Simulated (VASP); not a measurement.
# Al18Cu in VASP: notebook

Runs on Al18Cu. Level: PBE. Tasks: single point.

Everything below comes from runs of VASP 6.6.1. Logs are shortened: lines on timing, memory, paths and dates and some standing lists are left out, and cuts for length are marked.

## (1) The cell of the first run

The cell holds a slab with vacuum, 19 atoms: a = 12.150 Å, b = 5.728 Å, c = 15.864 Å, α = 90.00°, β = 90.00°, γ = 90.00°.

## (2) Single point, PBE

Contents of INCAR:

```
SYSTEM = Al18Cu
PREC = Accurate
ENCUT = 520
EDIFF = 1E-6
ISMEAR = -1
SIGMA = 0.1
LREAL = Auto
LASPH = .TRUE.
NELM = 100
ALGO = Normal
ISIF = 2
LWAVE = .FALSE.
LCHARG = .FALSE.
GGA = PE
NBANDS = 48
```

Contents of KPOINTS:

```
regular mesh
0
G
  2 3 1
  0 0 0
```

Contents of POSCAR:

```
Al18Cu
1.0
   12.1500000000      0.0000000000      0.0000000000
    0.0000000000      5.7275650000      0.0000000000
    0.0000000000      0.0000000000     15.8637820000
Al Cu
18 1
Direct
    0.0000000000      0.0000000000      0.0630366706
    0.3333333333      0.0000000000      0.0630366706
    0.6666666667      0.0000000000      0.0630366706
    0.0000000000      0.5000030554      0.0630366706
    0.3333333333      0.5000030554      0.0630366706
    0.6666666667      0.5000030554      0.0630366706
    0.1824691358      0.2908391262      0.1489304379
    0.4983045267      0.2335547480      0.1297105570
    0.8328477366      0.2469112092      0.0857803013
    0.1769794239      0.7878566197      0.1619349030
    0.5190452675      0.7236408491      0.1585813522
    0.8301893004      0.6931916093      0.1492708359
    0.0041728395     -0.0645300403      0.2340740688
    0.3434403292     -0.0335046394      0.2476836860
    0.6585679012      0.0514703892      0.2440338628
   -0.0207407407      0.4150804050      0.2630079006
    0.3395802469      0.4956731176      0.2309096280
    0.6772345679      0.5528527393      0.2630961520
    0.8306831276      0.1449306992      0.2323783824
```

Potentials or basis: VASP PAW PBE potentials, release 64 (Al, Cu).

Run with:

```bash
> cat potpaw_PBE.64/Al/POTCAR potpaw_PBE.64/Cu/POTCAR > POTCAR
> mpirun -np 1 vasp_std > vasp.out
```

OUTCAR:

```text
SYSTEM = Al18Cu
   PREC = Accurate
   ENCUT = 520
   EDIFF = 1E-6
   ISMEAR = -1
   LREAL = Auto
   LASPH = .TRUE.
   NELM = 100
   ISIF = 2
   GGA = PE

 ion  position               nearest neighbor table
   1  0.000  0.000  0.063-   9 2.50  13 2.74   4 2.86   4 2.86  10 2.93  12 3.04   7 3.09
   2  0.333  0.000  0.063-   8 2.63  10 2.75   7 2.83   5 2.86   5 2.86  14 2.94  11 3.15
   3  0.667  0.000  0.063-   9 2.49   8 2.66  11 2.83   6 2.86   6 2.86  15 2.89  12 2.98
   4  0.000  0.500  0.063-   9 2.52  12 2.71   1 2.86   1 2.86   7 2.86  10 3.13  16 3.22
   5  0.333  0.500  0.063-   7 2.58  17 2.66   8 2.73   2 2.86   2 2.86  10 2.96  11 3.00
   6  0.667  0.500  0.063-   9 2.51  12 2.65  11 2.67   8 2.76   3 2.86   3 2.86  18 3.19
   7  0.182  0.291  0.149-   5 2.58  17 2.59   2 2.83  10 2.85   4 2.86  10 2.89   1 3.09  14 3.12
                            16 3.14  13 3.26
   8  0.498  0.234  0.130-   2 2.63   3 2.66   5 2.73   6 2.76  11 2.86  15 2.86  17 2.92  11 2.97
                            14 3.06
   9  0.833  0.247  0.086-  19 2.40   3 2.49   1 2.50   6 2.51   4 2.52  12 2.75  12 3.33
  10  0.177  0.788  0.162-  13 2.54  14 2.64   2 2.75  17 2.81   7 2.85   7 2.89   1 2.93   5 2.96
                             4 3.13
  11  0.519  0.724  0.159-   6 2.67  18 2.72  17 2.79   3 2.83   8 2.86  15 2.87  14 2.91   8 2.97
                             5 3.00   2 3.15
  12  0.830  0.693  0.149-   6 2.65   4 2.71  18 2.71   9 2.75  13 2.86  19 2.90   3 2.98  16 3.01
                             1 3.04  15 3.29   9 3.33
  13  0.004  0.935  0.234-  19 2.43  10 2.54   1 2.74  16 2.80  12 2.86  16 3.03   7 3.26
  14  0.343  0.966  0.248-  10 2.64  17 2.71  11 2.91   2 2.94  17 3.04   8 3.06   7 3.12
  15  0.659  0.051  0.244-  19 2.17   8 2.86  11 2.87  18 2.88   3 2.89  18 2.90  12 3.29
  16  0.979  0.415  0.263-  19 2.43  13 2.80  12 3.01  13 3.03   7 3.14   4 3.22
  17  0.340  0.496  0.231-   7 2.59   5 2.66  14 2.71  11 2.79  10 2.81   8 2.92  14 3.04
  18  0.677  0.553  0.263-  12 2.71  11 2.72  15 2.88  15 2.90  19 3.03   6 3.19
  19  0.831  0.145  0.232-  15 2.17   9 2.40  13 2.43  16 2.43  12 2.90  18 3.03

  LATTYP: Found a simple orthorhombic cell.
 ALAT       =     5.7275650000
 B/A-ratio  =     2.1213203167
 C/A-ratio  =     2.7697253545

  Lattice vectors:

 A1 = (   0.0000000000,  -5.7275650000,   0.0000000000)
 A2 = (  12.1500000000,   0.0000000000,   0.0000000000)
 A3 = (   0.0000000000,   0.0000000000,  15.8637820000)

Analysis of symmetry for initial positions (statically):
=====================================================================
 Subroutine PRICEL returns:
 Original cell was already a primitive cell.

 Routine SETGRP: Setting up the symmetry group for a
 simple orthorhombic supercell.

 Subroutine GETGRP returns: Found  1 space group operations
 (whereof  1 operations were pure point group operations)
 out of a pool of  8 trial point group operations.

The static configuration has the point symmetry C_1 .

Analysis of symmetry for dynamics (positions and initial velocities):
=====================================================================
 Subroutine PRICEL returns:
 Original cell was already a primitive cell.

 Routine SETGRP: Setting up the symmetry group for a
 simple orthorhombic supercell.

 Subroutine GETGRP returns: Found  1 space group operations
 (whereof  1 operations were pure point group operations)
 out of a pool of  8 trial point group operations.

The dynamic configuration has the point symmetry C_1 .

 Subroutine INISYM returns: Found  1 space group operations
 (whereof  1 operations are pure point group operations),
 and found     1 'primitive' translations

----------------------------------------------------------------------------------------

                                     Primitive cell

  volume of cell :    1103.9592

  direct lattice vectors                    reciprocal lattice vectors
    12.150000000  0.000000000  0.000000000     0.082304527  0.000000000  0.000000000
     0.000000000  5.727565000  0.000000000     0.000000000  0.174594265  0.000000000
     0.000000000  0.000000000 15.863782000     0.000000000  0.000000000  0.063036671

  length of vectors
    12.150000000  5.727565000 15.863782000     0.082304527  0.174594265  0.063036671

  position of ions in fractional coordinates (direct lattice)
     0.000000000  0.000000000  0.063036671
     0.333333333  0.000000000  0.063036671
     0.666666667  0.000000000  0.063036671
     0.000000000  0.500003055  0.063036671
     0.333333333  0.500003055  0.063036671
     0.666666667  0.500003055  0.063036671
[... 11 lines left out ...]
     0.677234568  0.552852739  0.263096152
     0.830683128  0.144930699  0.232378382

  ion indices of the primitive-cell ions
   primitive index   ion index
                 1           1
                 2           2
                 3           3
                 4           4
                 5           5
[... 48 lines left out ...]
   ICHARG =      2    charge: 1-file 2-atom 10-const
   ISPIN  =      1    spin polarized calculation?
   LNONCOLLINEAR =      F non collinear calculations
   LSORBIT =      F    spin-orbit coupling
   LASPH  =      T    aspherical Exc in radial PAW
   ENCUT  =  520.0 eV  38.22 Ry    6.18 a.u.  22.59 10.65 29.50*2*pi/ulx,y,z
   NELM   =    100;   NELMIN=  2; NELMDL= -5     # of ELM steps
   EDIFF  = 0.1E-05   stopping-criterion for ELM
   LREAL  =      T    real-space projection
   EDIFFG = 0.1E-04   stopping-criterion for IOM
   NSW    =      0    number of steps for IOM
   IBRION =     -1    ionic relax: 0-MD 1-quasi-New 2-CG
   NFREE  =      0    steps in history (QN), initial steepest desc. (CG)
   ISIF   =      2    stress and relaxation
   ISYM   =      2    0-nonsym 1-usesym 2-fastsym
   POTIM  = 0.5000    time-step for ionic-motion
   TEBEG  =    0.0;   TEEND  =   0.0 temperature during run
   PSTRESS=    0.0 pullay stress
   NELECT =      65.0000    total number of electrons
   NUPDOWN=      -1.0000    fix difference up-down
   EMIN   =  10.00;   EMAX   =-10.00  energy-range for DOS
   EFERMI =   0.00;   METHOD = LEGACY
   ISMEAR =    -1;   SIGMA  =   0.10  broadening in eV -4-tet -1-fermi 0-gaus
   EFERMI_NEDOS =   21; number of points for ismear=-14 and -15
   IALGO  =     38    algorithm
   IMIX   =      4    mixing-type and parameters
     AMIX     =   0.40;   BMIX     =  1.00
     AMIX_MAG =   1.60;   BMIX_MAG =  1.00
  volume/ion in A,a.u.               =      58.10       392.10
  Fermi-wavevector in a.u.,A,eV,Ry     =   0.636886  1.203540  5.518844  0.405624
  Thomas-Fermi vector in A             =   1.701707
   LORBIT       =      0    0 simple, 1 ext, 2 COOP (PROOUT), +10 PAW based schemes
   GGA     = PE    functional components
   LHFCALC =     F    Hartree Fock is set to
   AEXX    =    0.0000 exact exchange contribution
   IVDW    =     0    specifies the selected vdW correction
   LEPSILON=     F    determine dielectric tensor
   LRPA    =     F    only Hartree local field effects (RPA)
 non-spin polarized calculation
  energy-cutoff  :      520.00
  volume of cell :     1103.96
 maximum number of plane-waves:     29758
   NGX = 45   NGY = 21   NGZ = 59

 number of electron      64.9999998 magnetization

 Free energy of the ion-electron system (eV)
  ---------------------------------------------------
  ext. energy  EPLUGINS =         0.00000000
  ---------------------------------------------------
  free energy    TOTEN  =       -61.09126799 eV

  energy without entropy =      -60.84082520  energy(sigma->0) =      -60.96604660

 E-fermi :  -0.7211     XC(G=0):  -4.1631

 val. band max:       -0.8057025162   @ k =   0.5000   0.0000   0.0000
 cond. band min:      -0.6955904816   @ k =   0.0000   0.3333   0.0000
 fundamental gap:      0.1101120346
 Fermi energy:        -0.7210772721

 k-point     1 :       0.0000    0.0000    0.0000
  band No.  band energies     occupation
      1     -10.2351      2.00000
      2      -9.4375      2.00000
      3      -9.0548      2.00000
      4      -7.2752      2.00000
      5      -6.4441      2.00000
      6      -6.3269      2.00000
[... 36 lines left out ...]
     43       1.3872      0.00000
     44       1.4163      0.00000
[... 99 lines left out ...]
      3      -8.1419      2.00000
      4      -8.0598      2.00000
      5      -7.7220      2.00000
      6      -7.1491      2.00000
[... 36 lines left out ...]
     43       1.3616      0.00000
     44       1.4544      0.00000
 [bands above 44 left out]

------------------------ aborting loop because EDIFF is reached ----------------------------------------

  FORCE on cell =-STRESS in cart. coord.  units (eV):
  Direction    XX          YY          ZZ          XY          YZ          ZX
  --------------------------------------------------------------------------------------
  -------------------------------------------------------------------------------------
  Total        1.3951250     -6.9070399      0.9003689      1.9181461      0.5943936     -1.0550907
  in kB        2.0247465    -10.0241951      1.3067064      2.7838077      0.8626442     -1.5312544
  external PRESSURE =      -2.2309141 kB  Pullay stress =       0.0000000 kB

 VOLUME and BASIS-vectors are now :
 -----------------------------------------------------------------------------
  energy-cutoff  :      520.00
  volume of cell :     1103.96
      direct lattice vectors                 reciprocal lattice vectors
    12.150000000  0.000000000  0.000000000     0.082304527  0.000000000  0.000000000
     0.000000000  5.727565000  0.000000000     0.000000000  0.174594265  0.000000000
     0.000000000  0.000000000 15.863782000     0.000000000  0.000000000  0.063036671

 POSITION                                       TOTAL-FORCE (eV/Angst)
 -----------------------------------------------------------------------------------
      0.00000      0.00000      1.00000         0.840292     -0.777170     -0.138508
      4.05000      0.00000      1.00000        -0.117279     -0.384885      0.021860
      8.10000      0.00000      1.00000        -0.429430     -0.934227     -0.174441
      0.00000      2.86380      1.00000         1.147829      0.656867      0.203704
      4.05000      2.86380      1.00000         0.302547      0.643721     -0.712650
      8.10000      2.86380      1.00000        -0.783171      0.538336     -0.163909
[... 11 lines left out ...]
      8.22840      3.16650      4.17370         0.126850     -0.441997     -0.227761
     10.09280      0.83010      3.68640         1.352456      0.359483      0.159258
 -----------------------------------------------------------------------------------
    total drift:                                0.009148      0.003046     -0.010491

  FREE ENERGIE OF THE ION-ELECTRON SYSTEM (eV)
  ---------------------------------------------------
  free  energy   TOTEN  =       -61.0912679930 eV

  energy  without entropy=      -60.8408251999  energy(sigma->0) =      -60.96604660
```

It took 5.4 min on 1 thread of Intel Xeon 6975P-C (Granite Rapids), shared host; peak memory 0.97 GiB.

Results:

```
Free energy            : -61.0913 eV
Largest force          : 2.144 eV/Å
Band gap on the k mesh : zero (an odd number of electrons rules out a gap without spin polarisation)
```

Forces on the atoms (eV/Å):
```
Al   0.840 -0.777 -0.139
Al  -0.117 -0.385  0.022
Al  -0.429 -0.934 -0.174
Al   1.148  0.657  0.204
Al   0.303  0.644 -0.713
Al  -0.783  0.538 -0.164
Al  -1.352 -0.666  0.128
Al   0.205  0.051  0.566
Al   0.109  0.061  0.095
Al  -0.067 -0.397 -0.494
Al  -0.605  0.382 -0.026
Al   0.327  0.715  0.303
Al  -0.294 -0.357  0.541
Al   0.393  0.730 -0.307
Al  -2.048 -0.630  0.091
Al   0.428  0.709 -0.712
Al   0.464 -0.258  0.846
Al   0.127 -0.442 -0.228
Cu   1.352  0.359  0.159
```

Caveat: the k points lie up to 0.37 Å⁻¹ apart, too coarse for converged energies and pressures of a metal; the atoms stand as in a frame of molecular dynamics.

## (3) Single point, PBE

Contents of INCAR:

```
SYSTEM = Al18Cu
PREC = Accurate ; ENCUT = 520
EDIFF = 1E-6 ; ISMEAR = -1
SIGMA = 0.1 ; LREAL = Auto
LASPH = .True. ; NELM = 80
ALGO = Normal ; ISIF = 2
LWAVE = .False. ; LCHARG = .False.
GGA = PE ; NBANDS = 48
```

Contents of KPOINTS:

```
Automatic mesh
0
Gamma
  2 3 1
  0 0 0
```

Contents of POSCAR:

```
Al18Cu
1.0
   12.1500000000      0.0000000000      0.0000000000
    0.0000000000      5.7275650000      0.0000000000
    0.0000000000      0.0000000000     15.8637820000
Al Cu
18 1
Direct
    0.0000000000      0.0000000000      0.0630366706
    0.3333333333      0.0000000000      0.0630366706
    0.6666666667      0.0000000000      0.0630366706
    0.0000000000      0.5000030554      0.0630366706
    0.3333333333      0.5000030554      0.0630366706
    0.6666666667      0.5000030554      0.0630366706
    0.1838189300      0.1819272239      0.1650678256
    0.4899506173      0.2759811543      0.1560977073
    0.8510123457      0.2331182623      0.1143422168
    0.1608395062      0.7099351993      0.1433642999
    0.5076378601      0.7839806270      0.1280085669
    0.8418271605      0.7490966929      0.1282607136
   -0.0248559671     -0.0259097889      0.2435926061
    0.3479423868     -0.0039458304      0.2465994553
    0.6347242798     -0.0628015570      0.2469713716
   -0.0135061728      0.4403267357      0.2324035971
    0.3732592593      0.5624030456      0.2457799786
    0.6739917695      0.5084184990      0.2148983137
    0.7837283951      0.1409674094      0.2477845447
```

Potentials or basis: VASP PAW PBE potentials, release 64 (Al, Cu).

Run with:

```bash
> cat potpaw_PBE.64/Al/POTCAR potpaw_PBE.64/Cu/POTCAR > POTCAR
> mpirun -np 1 vasp_std > vasp.out
```

Run time: 5.1 min. Hardware: 1 thread of Intel Xeon 6975P-C (Granite Rapids), shared host; peak memory 0.97 GiB.

It converged, with:

```yaml
Free_energy: -60.8773 eV
Largest_force: 2.044 eV/Å
Band_gap_on_the_k_mesh: zero (an odd number of electrons rules out a gap without spin polarisation)
```

Forces in eV/Å, atoms in the order of the input:
```
Al   1.826 -0.657 -0.643
Al  -0.013 -0.039 -0.163
Al   0.279  0.429 -0.251
Al   0.769 -0.024 -0.796
Al  -0.149  0.046  0.173
Al  -0.133 -0.189 -1.801
Al  -0.967  0.874  0.133
Al   0.651 -0.405 -0.400
Al  -1.591  0.823 -0.106
Al   0.376 -0.126  0.367
Al  -0.879 -0.514 -0.057
Al  -0.714 -0.070  0.417
Al   0.564 -0.540 -0.097
Al   0.251  0.609  0.084
Al  -1.421 -0.344  0.291
Al  -0.021  0.459  0.270
Al  -0.509 -0.751 -0.002
Al   0.151 -0.737  1.882
Cu   1.530  1.157  0.698
```

Levels at points of the mesh, in eV from the Fermi level:
| k point | band 28 | band 29 | band 30 | band 31 | band 32 | band 33 | band 34 | band 35 | band 36 | band 37 |
| --- | --- | --- | --- | --- | --- | --- | --- | --- | --- | --- |
| (0.00, 0.00, 0.00) | -1.37 | -1.33 | -1.01 | -0.96 | -0.87 | -0.76 | -0.59 | -0.17 | 0.05 | 1.00 |
| (0.50, 0.00, 0.00) | -1.30 | -1.23 | -0.89 | -0.70 | -0.19 | 0.15 | 0.30 | 0.41 | 0.57 | 0.90 |

Caveat: the k points lie up to 0.37 Å⁻¹ apart, too coarse for converged energies and pressures of a metal; the atoms stand as in a frame of molecular dynamics.

## (4) Single point, PBE

Contents of INCAR:

```
PREC = Accurate
ENCUT = 520
EDIFF = 1E-7
ISMEAR = -1
SIGMA = 0.1
LREAL = Auto
LASPH = True
NELM = 60
ALGO = Normal
ISIF = 2
LWAVE = False
LCHARG = False
GGA = PE
NBANDS = 48
```

Contents of KPOINTS:

```
Automatic mesh
0
Gamma
  2 3 1
```

Contents of POSCAR:

```
Al18Cu
1.0
   12.1500000000      0.0000000000      0.0000000000
    0.0000000000      5.7275650000      0.0000000000
    0.0000000000      0.0000000000     15.8637820000
Al Cu
18 1
Direct
    0.0000000000      0.0000000000      0.0630366706
    0.3333333333      0.0000000000      0.0630366706
    0.6666666667      0.0000000000      0.0630366706
    0.0000000000      0.5000030554      0.0630366706
    0.3333333333      0.5000030554      0.0630366706
    0.6666666667      0.5000030554      0.0630366706
    0.1477613169      0.2790714728      0.1534501672
    0.5026748971      0.2438558096      0.1544209319
    0.8374979424      0.2591502672      0.1498885953
    0.1666502058      0.8047049662      0.1776310340
    0.5181893004      0.7537932786      0.1559716340
    0.8502798354      0.8099951725      0.1813060719
    0.0194485597      0.0481530982      0.2719149822
    0.3756131687      0.0334697206      0.2423318727
    0.6023786008     -0.0273065430      0.2889853126
   -0.0240000000      0.5080518510      0.2553615525
    0.2953662551      0.5093438486      0.2569626839
    0.6988971193      0.5509671213      0.2701247407
    0.7736543210      0.0748660207      0.2862747357
```

Run with:

```bash
> cat potpaw_PBE.64/Al/POTCAR potpaw_PBE.64/Cu/POTCAR > POTCAR
> mpirun -np 1 vasp_std > vasp.out
```

Wall time 6.2 min (1 thread of Intel Xeon 6975P-C (Granite Rapids), shared host); peak memory 0.97 GiB.

Results (log left out):

| Property | Result |
| --- | --- |
| Free energy | -60.4262 eV |
| Largest force | 2.061 eV/Å |
| Band gap on the k mesh | zero (an odd number of electrons rules out a gap without spin polarisation) |

Forces on the atoms (eV/Å):
```
Al  -0.055 -0.197  0.507
Al  -0.036 -0.075  0.449
Al   0.228  0.060  0.612
Al  -0.274  0.435  0.414
Al   0.054  0.114  0.651
Al   0.227 -0.054  0.656
Al   0.597  0.135 -0.033
Al   1.010  1.187 -0.928
Al  -0.134  0.516 -0.390
Al  -0.188 -0.184 -0.279
Al  -0.631 -0.853 -0.149
Al  -0.260 -0.416 -0.714
Al  -0.593 -0.233 -0.431
Al  -1.450 -0.660  0.893
Al  -1.701 -0.051 -0.334
Al   0.606  0.075 -0.052
Al   0.833 -0.226 -0.350
Al   0.019 -0.661 -0.547
Cu   1.750  1.087  0.025
```

Levels at points of the mesh, in eV from the Fermi level:
```csv
k point,band 29,band 30,band 31,band 32,band 33,band 34,band 35,band 36
"(0.00, 0.00, 0.00)",-0.97,-0.87,-0.80,-0.67,-0.52,-0.32,-0.13,0.34
"(0.50, 0.00, 0.00)",-1.15,-1.12,-0.38,-0.29,-0.09,0.18,0.38,0.80
```

Caveat: the k points lie up to 0.37 Å⁻¹ apart, too coarse for converged energies and pressures of a metal; the atoms stand as in a frame of molecular dynamics.

## (5) The runs side by side

```csv
cell,gap on the mesh (eV),largest force (eV/Å)
"as given, atomic positions A",none,2.14
"as given, atomic positions B",none,2.04
"as given, atomic positions C",none,2.06
```

Alike in all rows: task single point; level PBE; potentials or basis VASP PAW PBE potentials, release 64 (Al, Cu); no spin polarisation; k mesh 2 × 3 × 1; cutoff (eV) 520; smearing fermi-dirac 0.1 eV.

Caveats: all runs use coarse meshes; the atoms stand as in a frame of molecular dynamics.

Absolute energies hang on the potentials; compare differences alone.
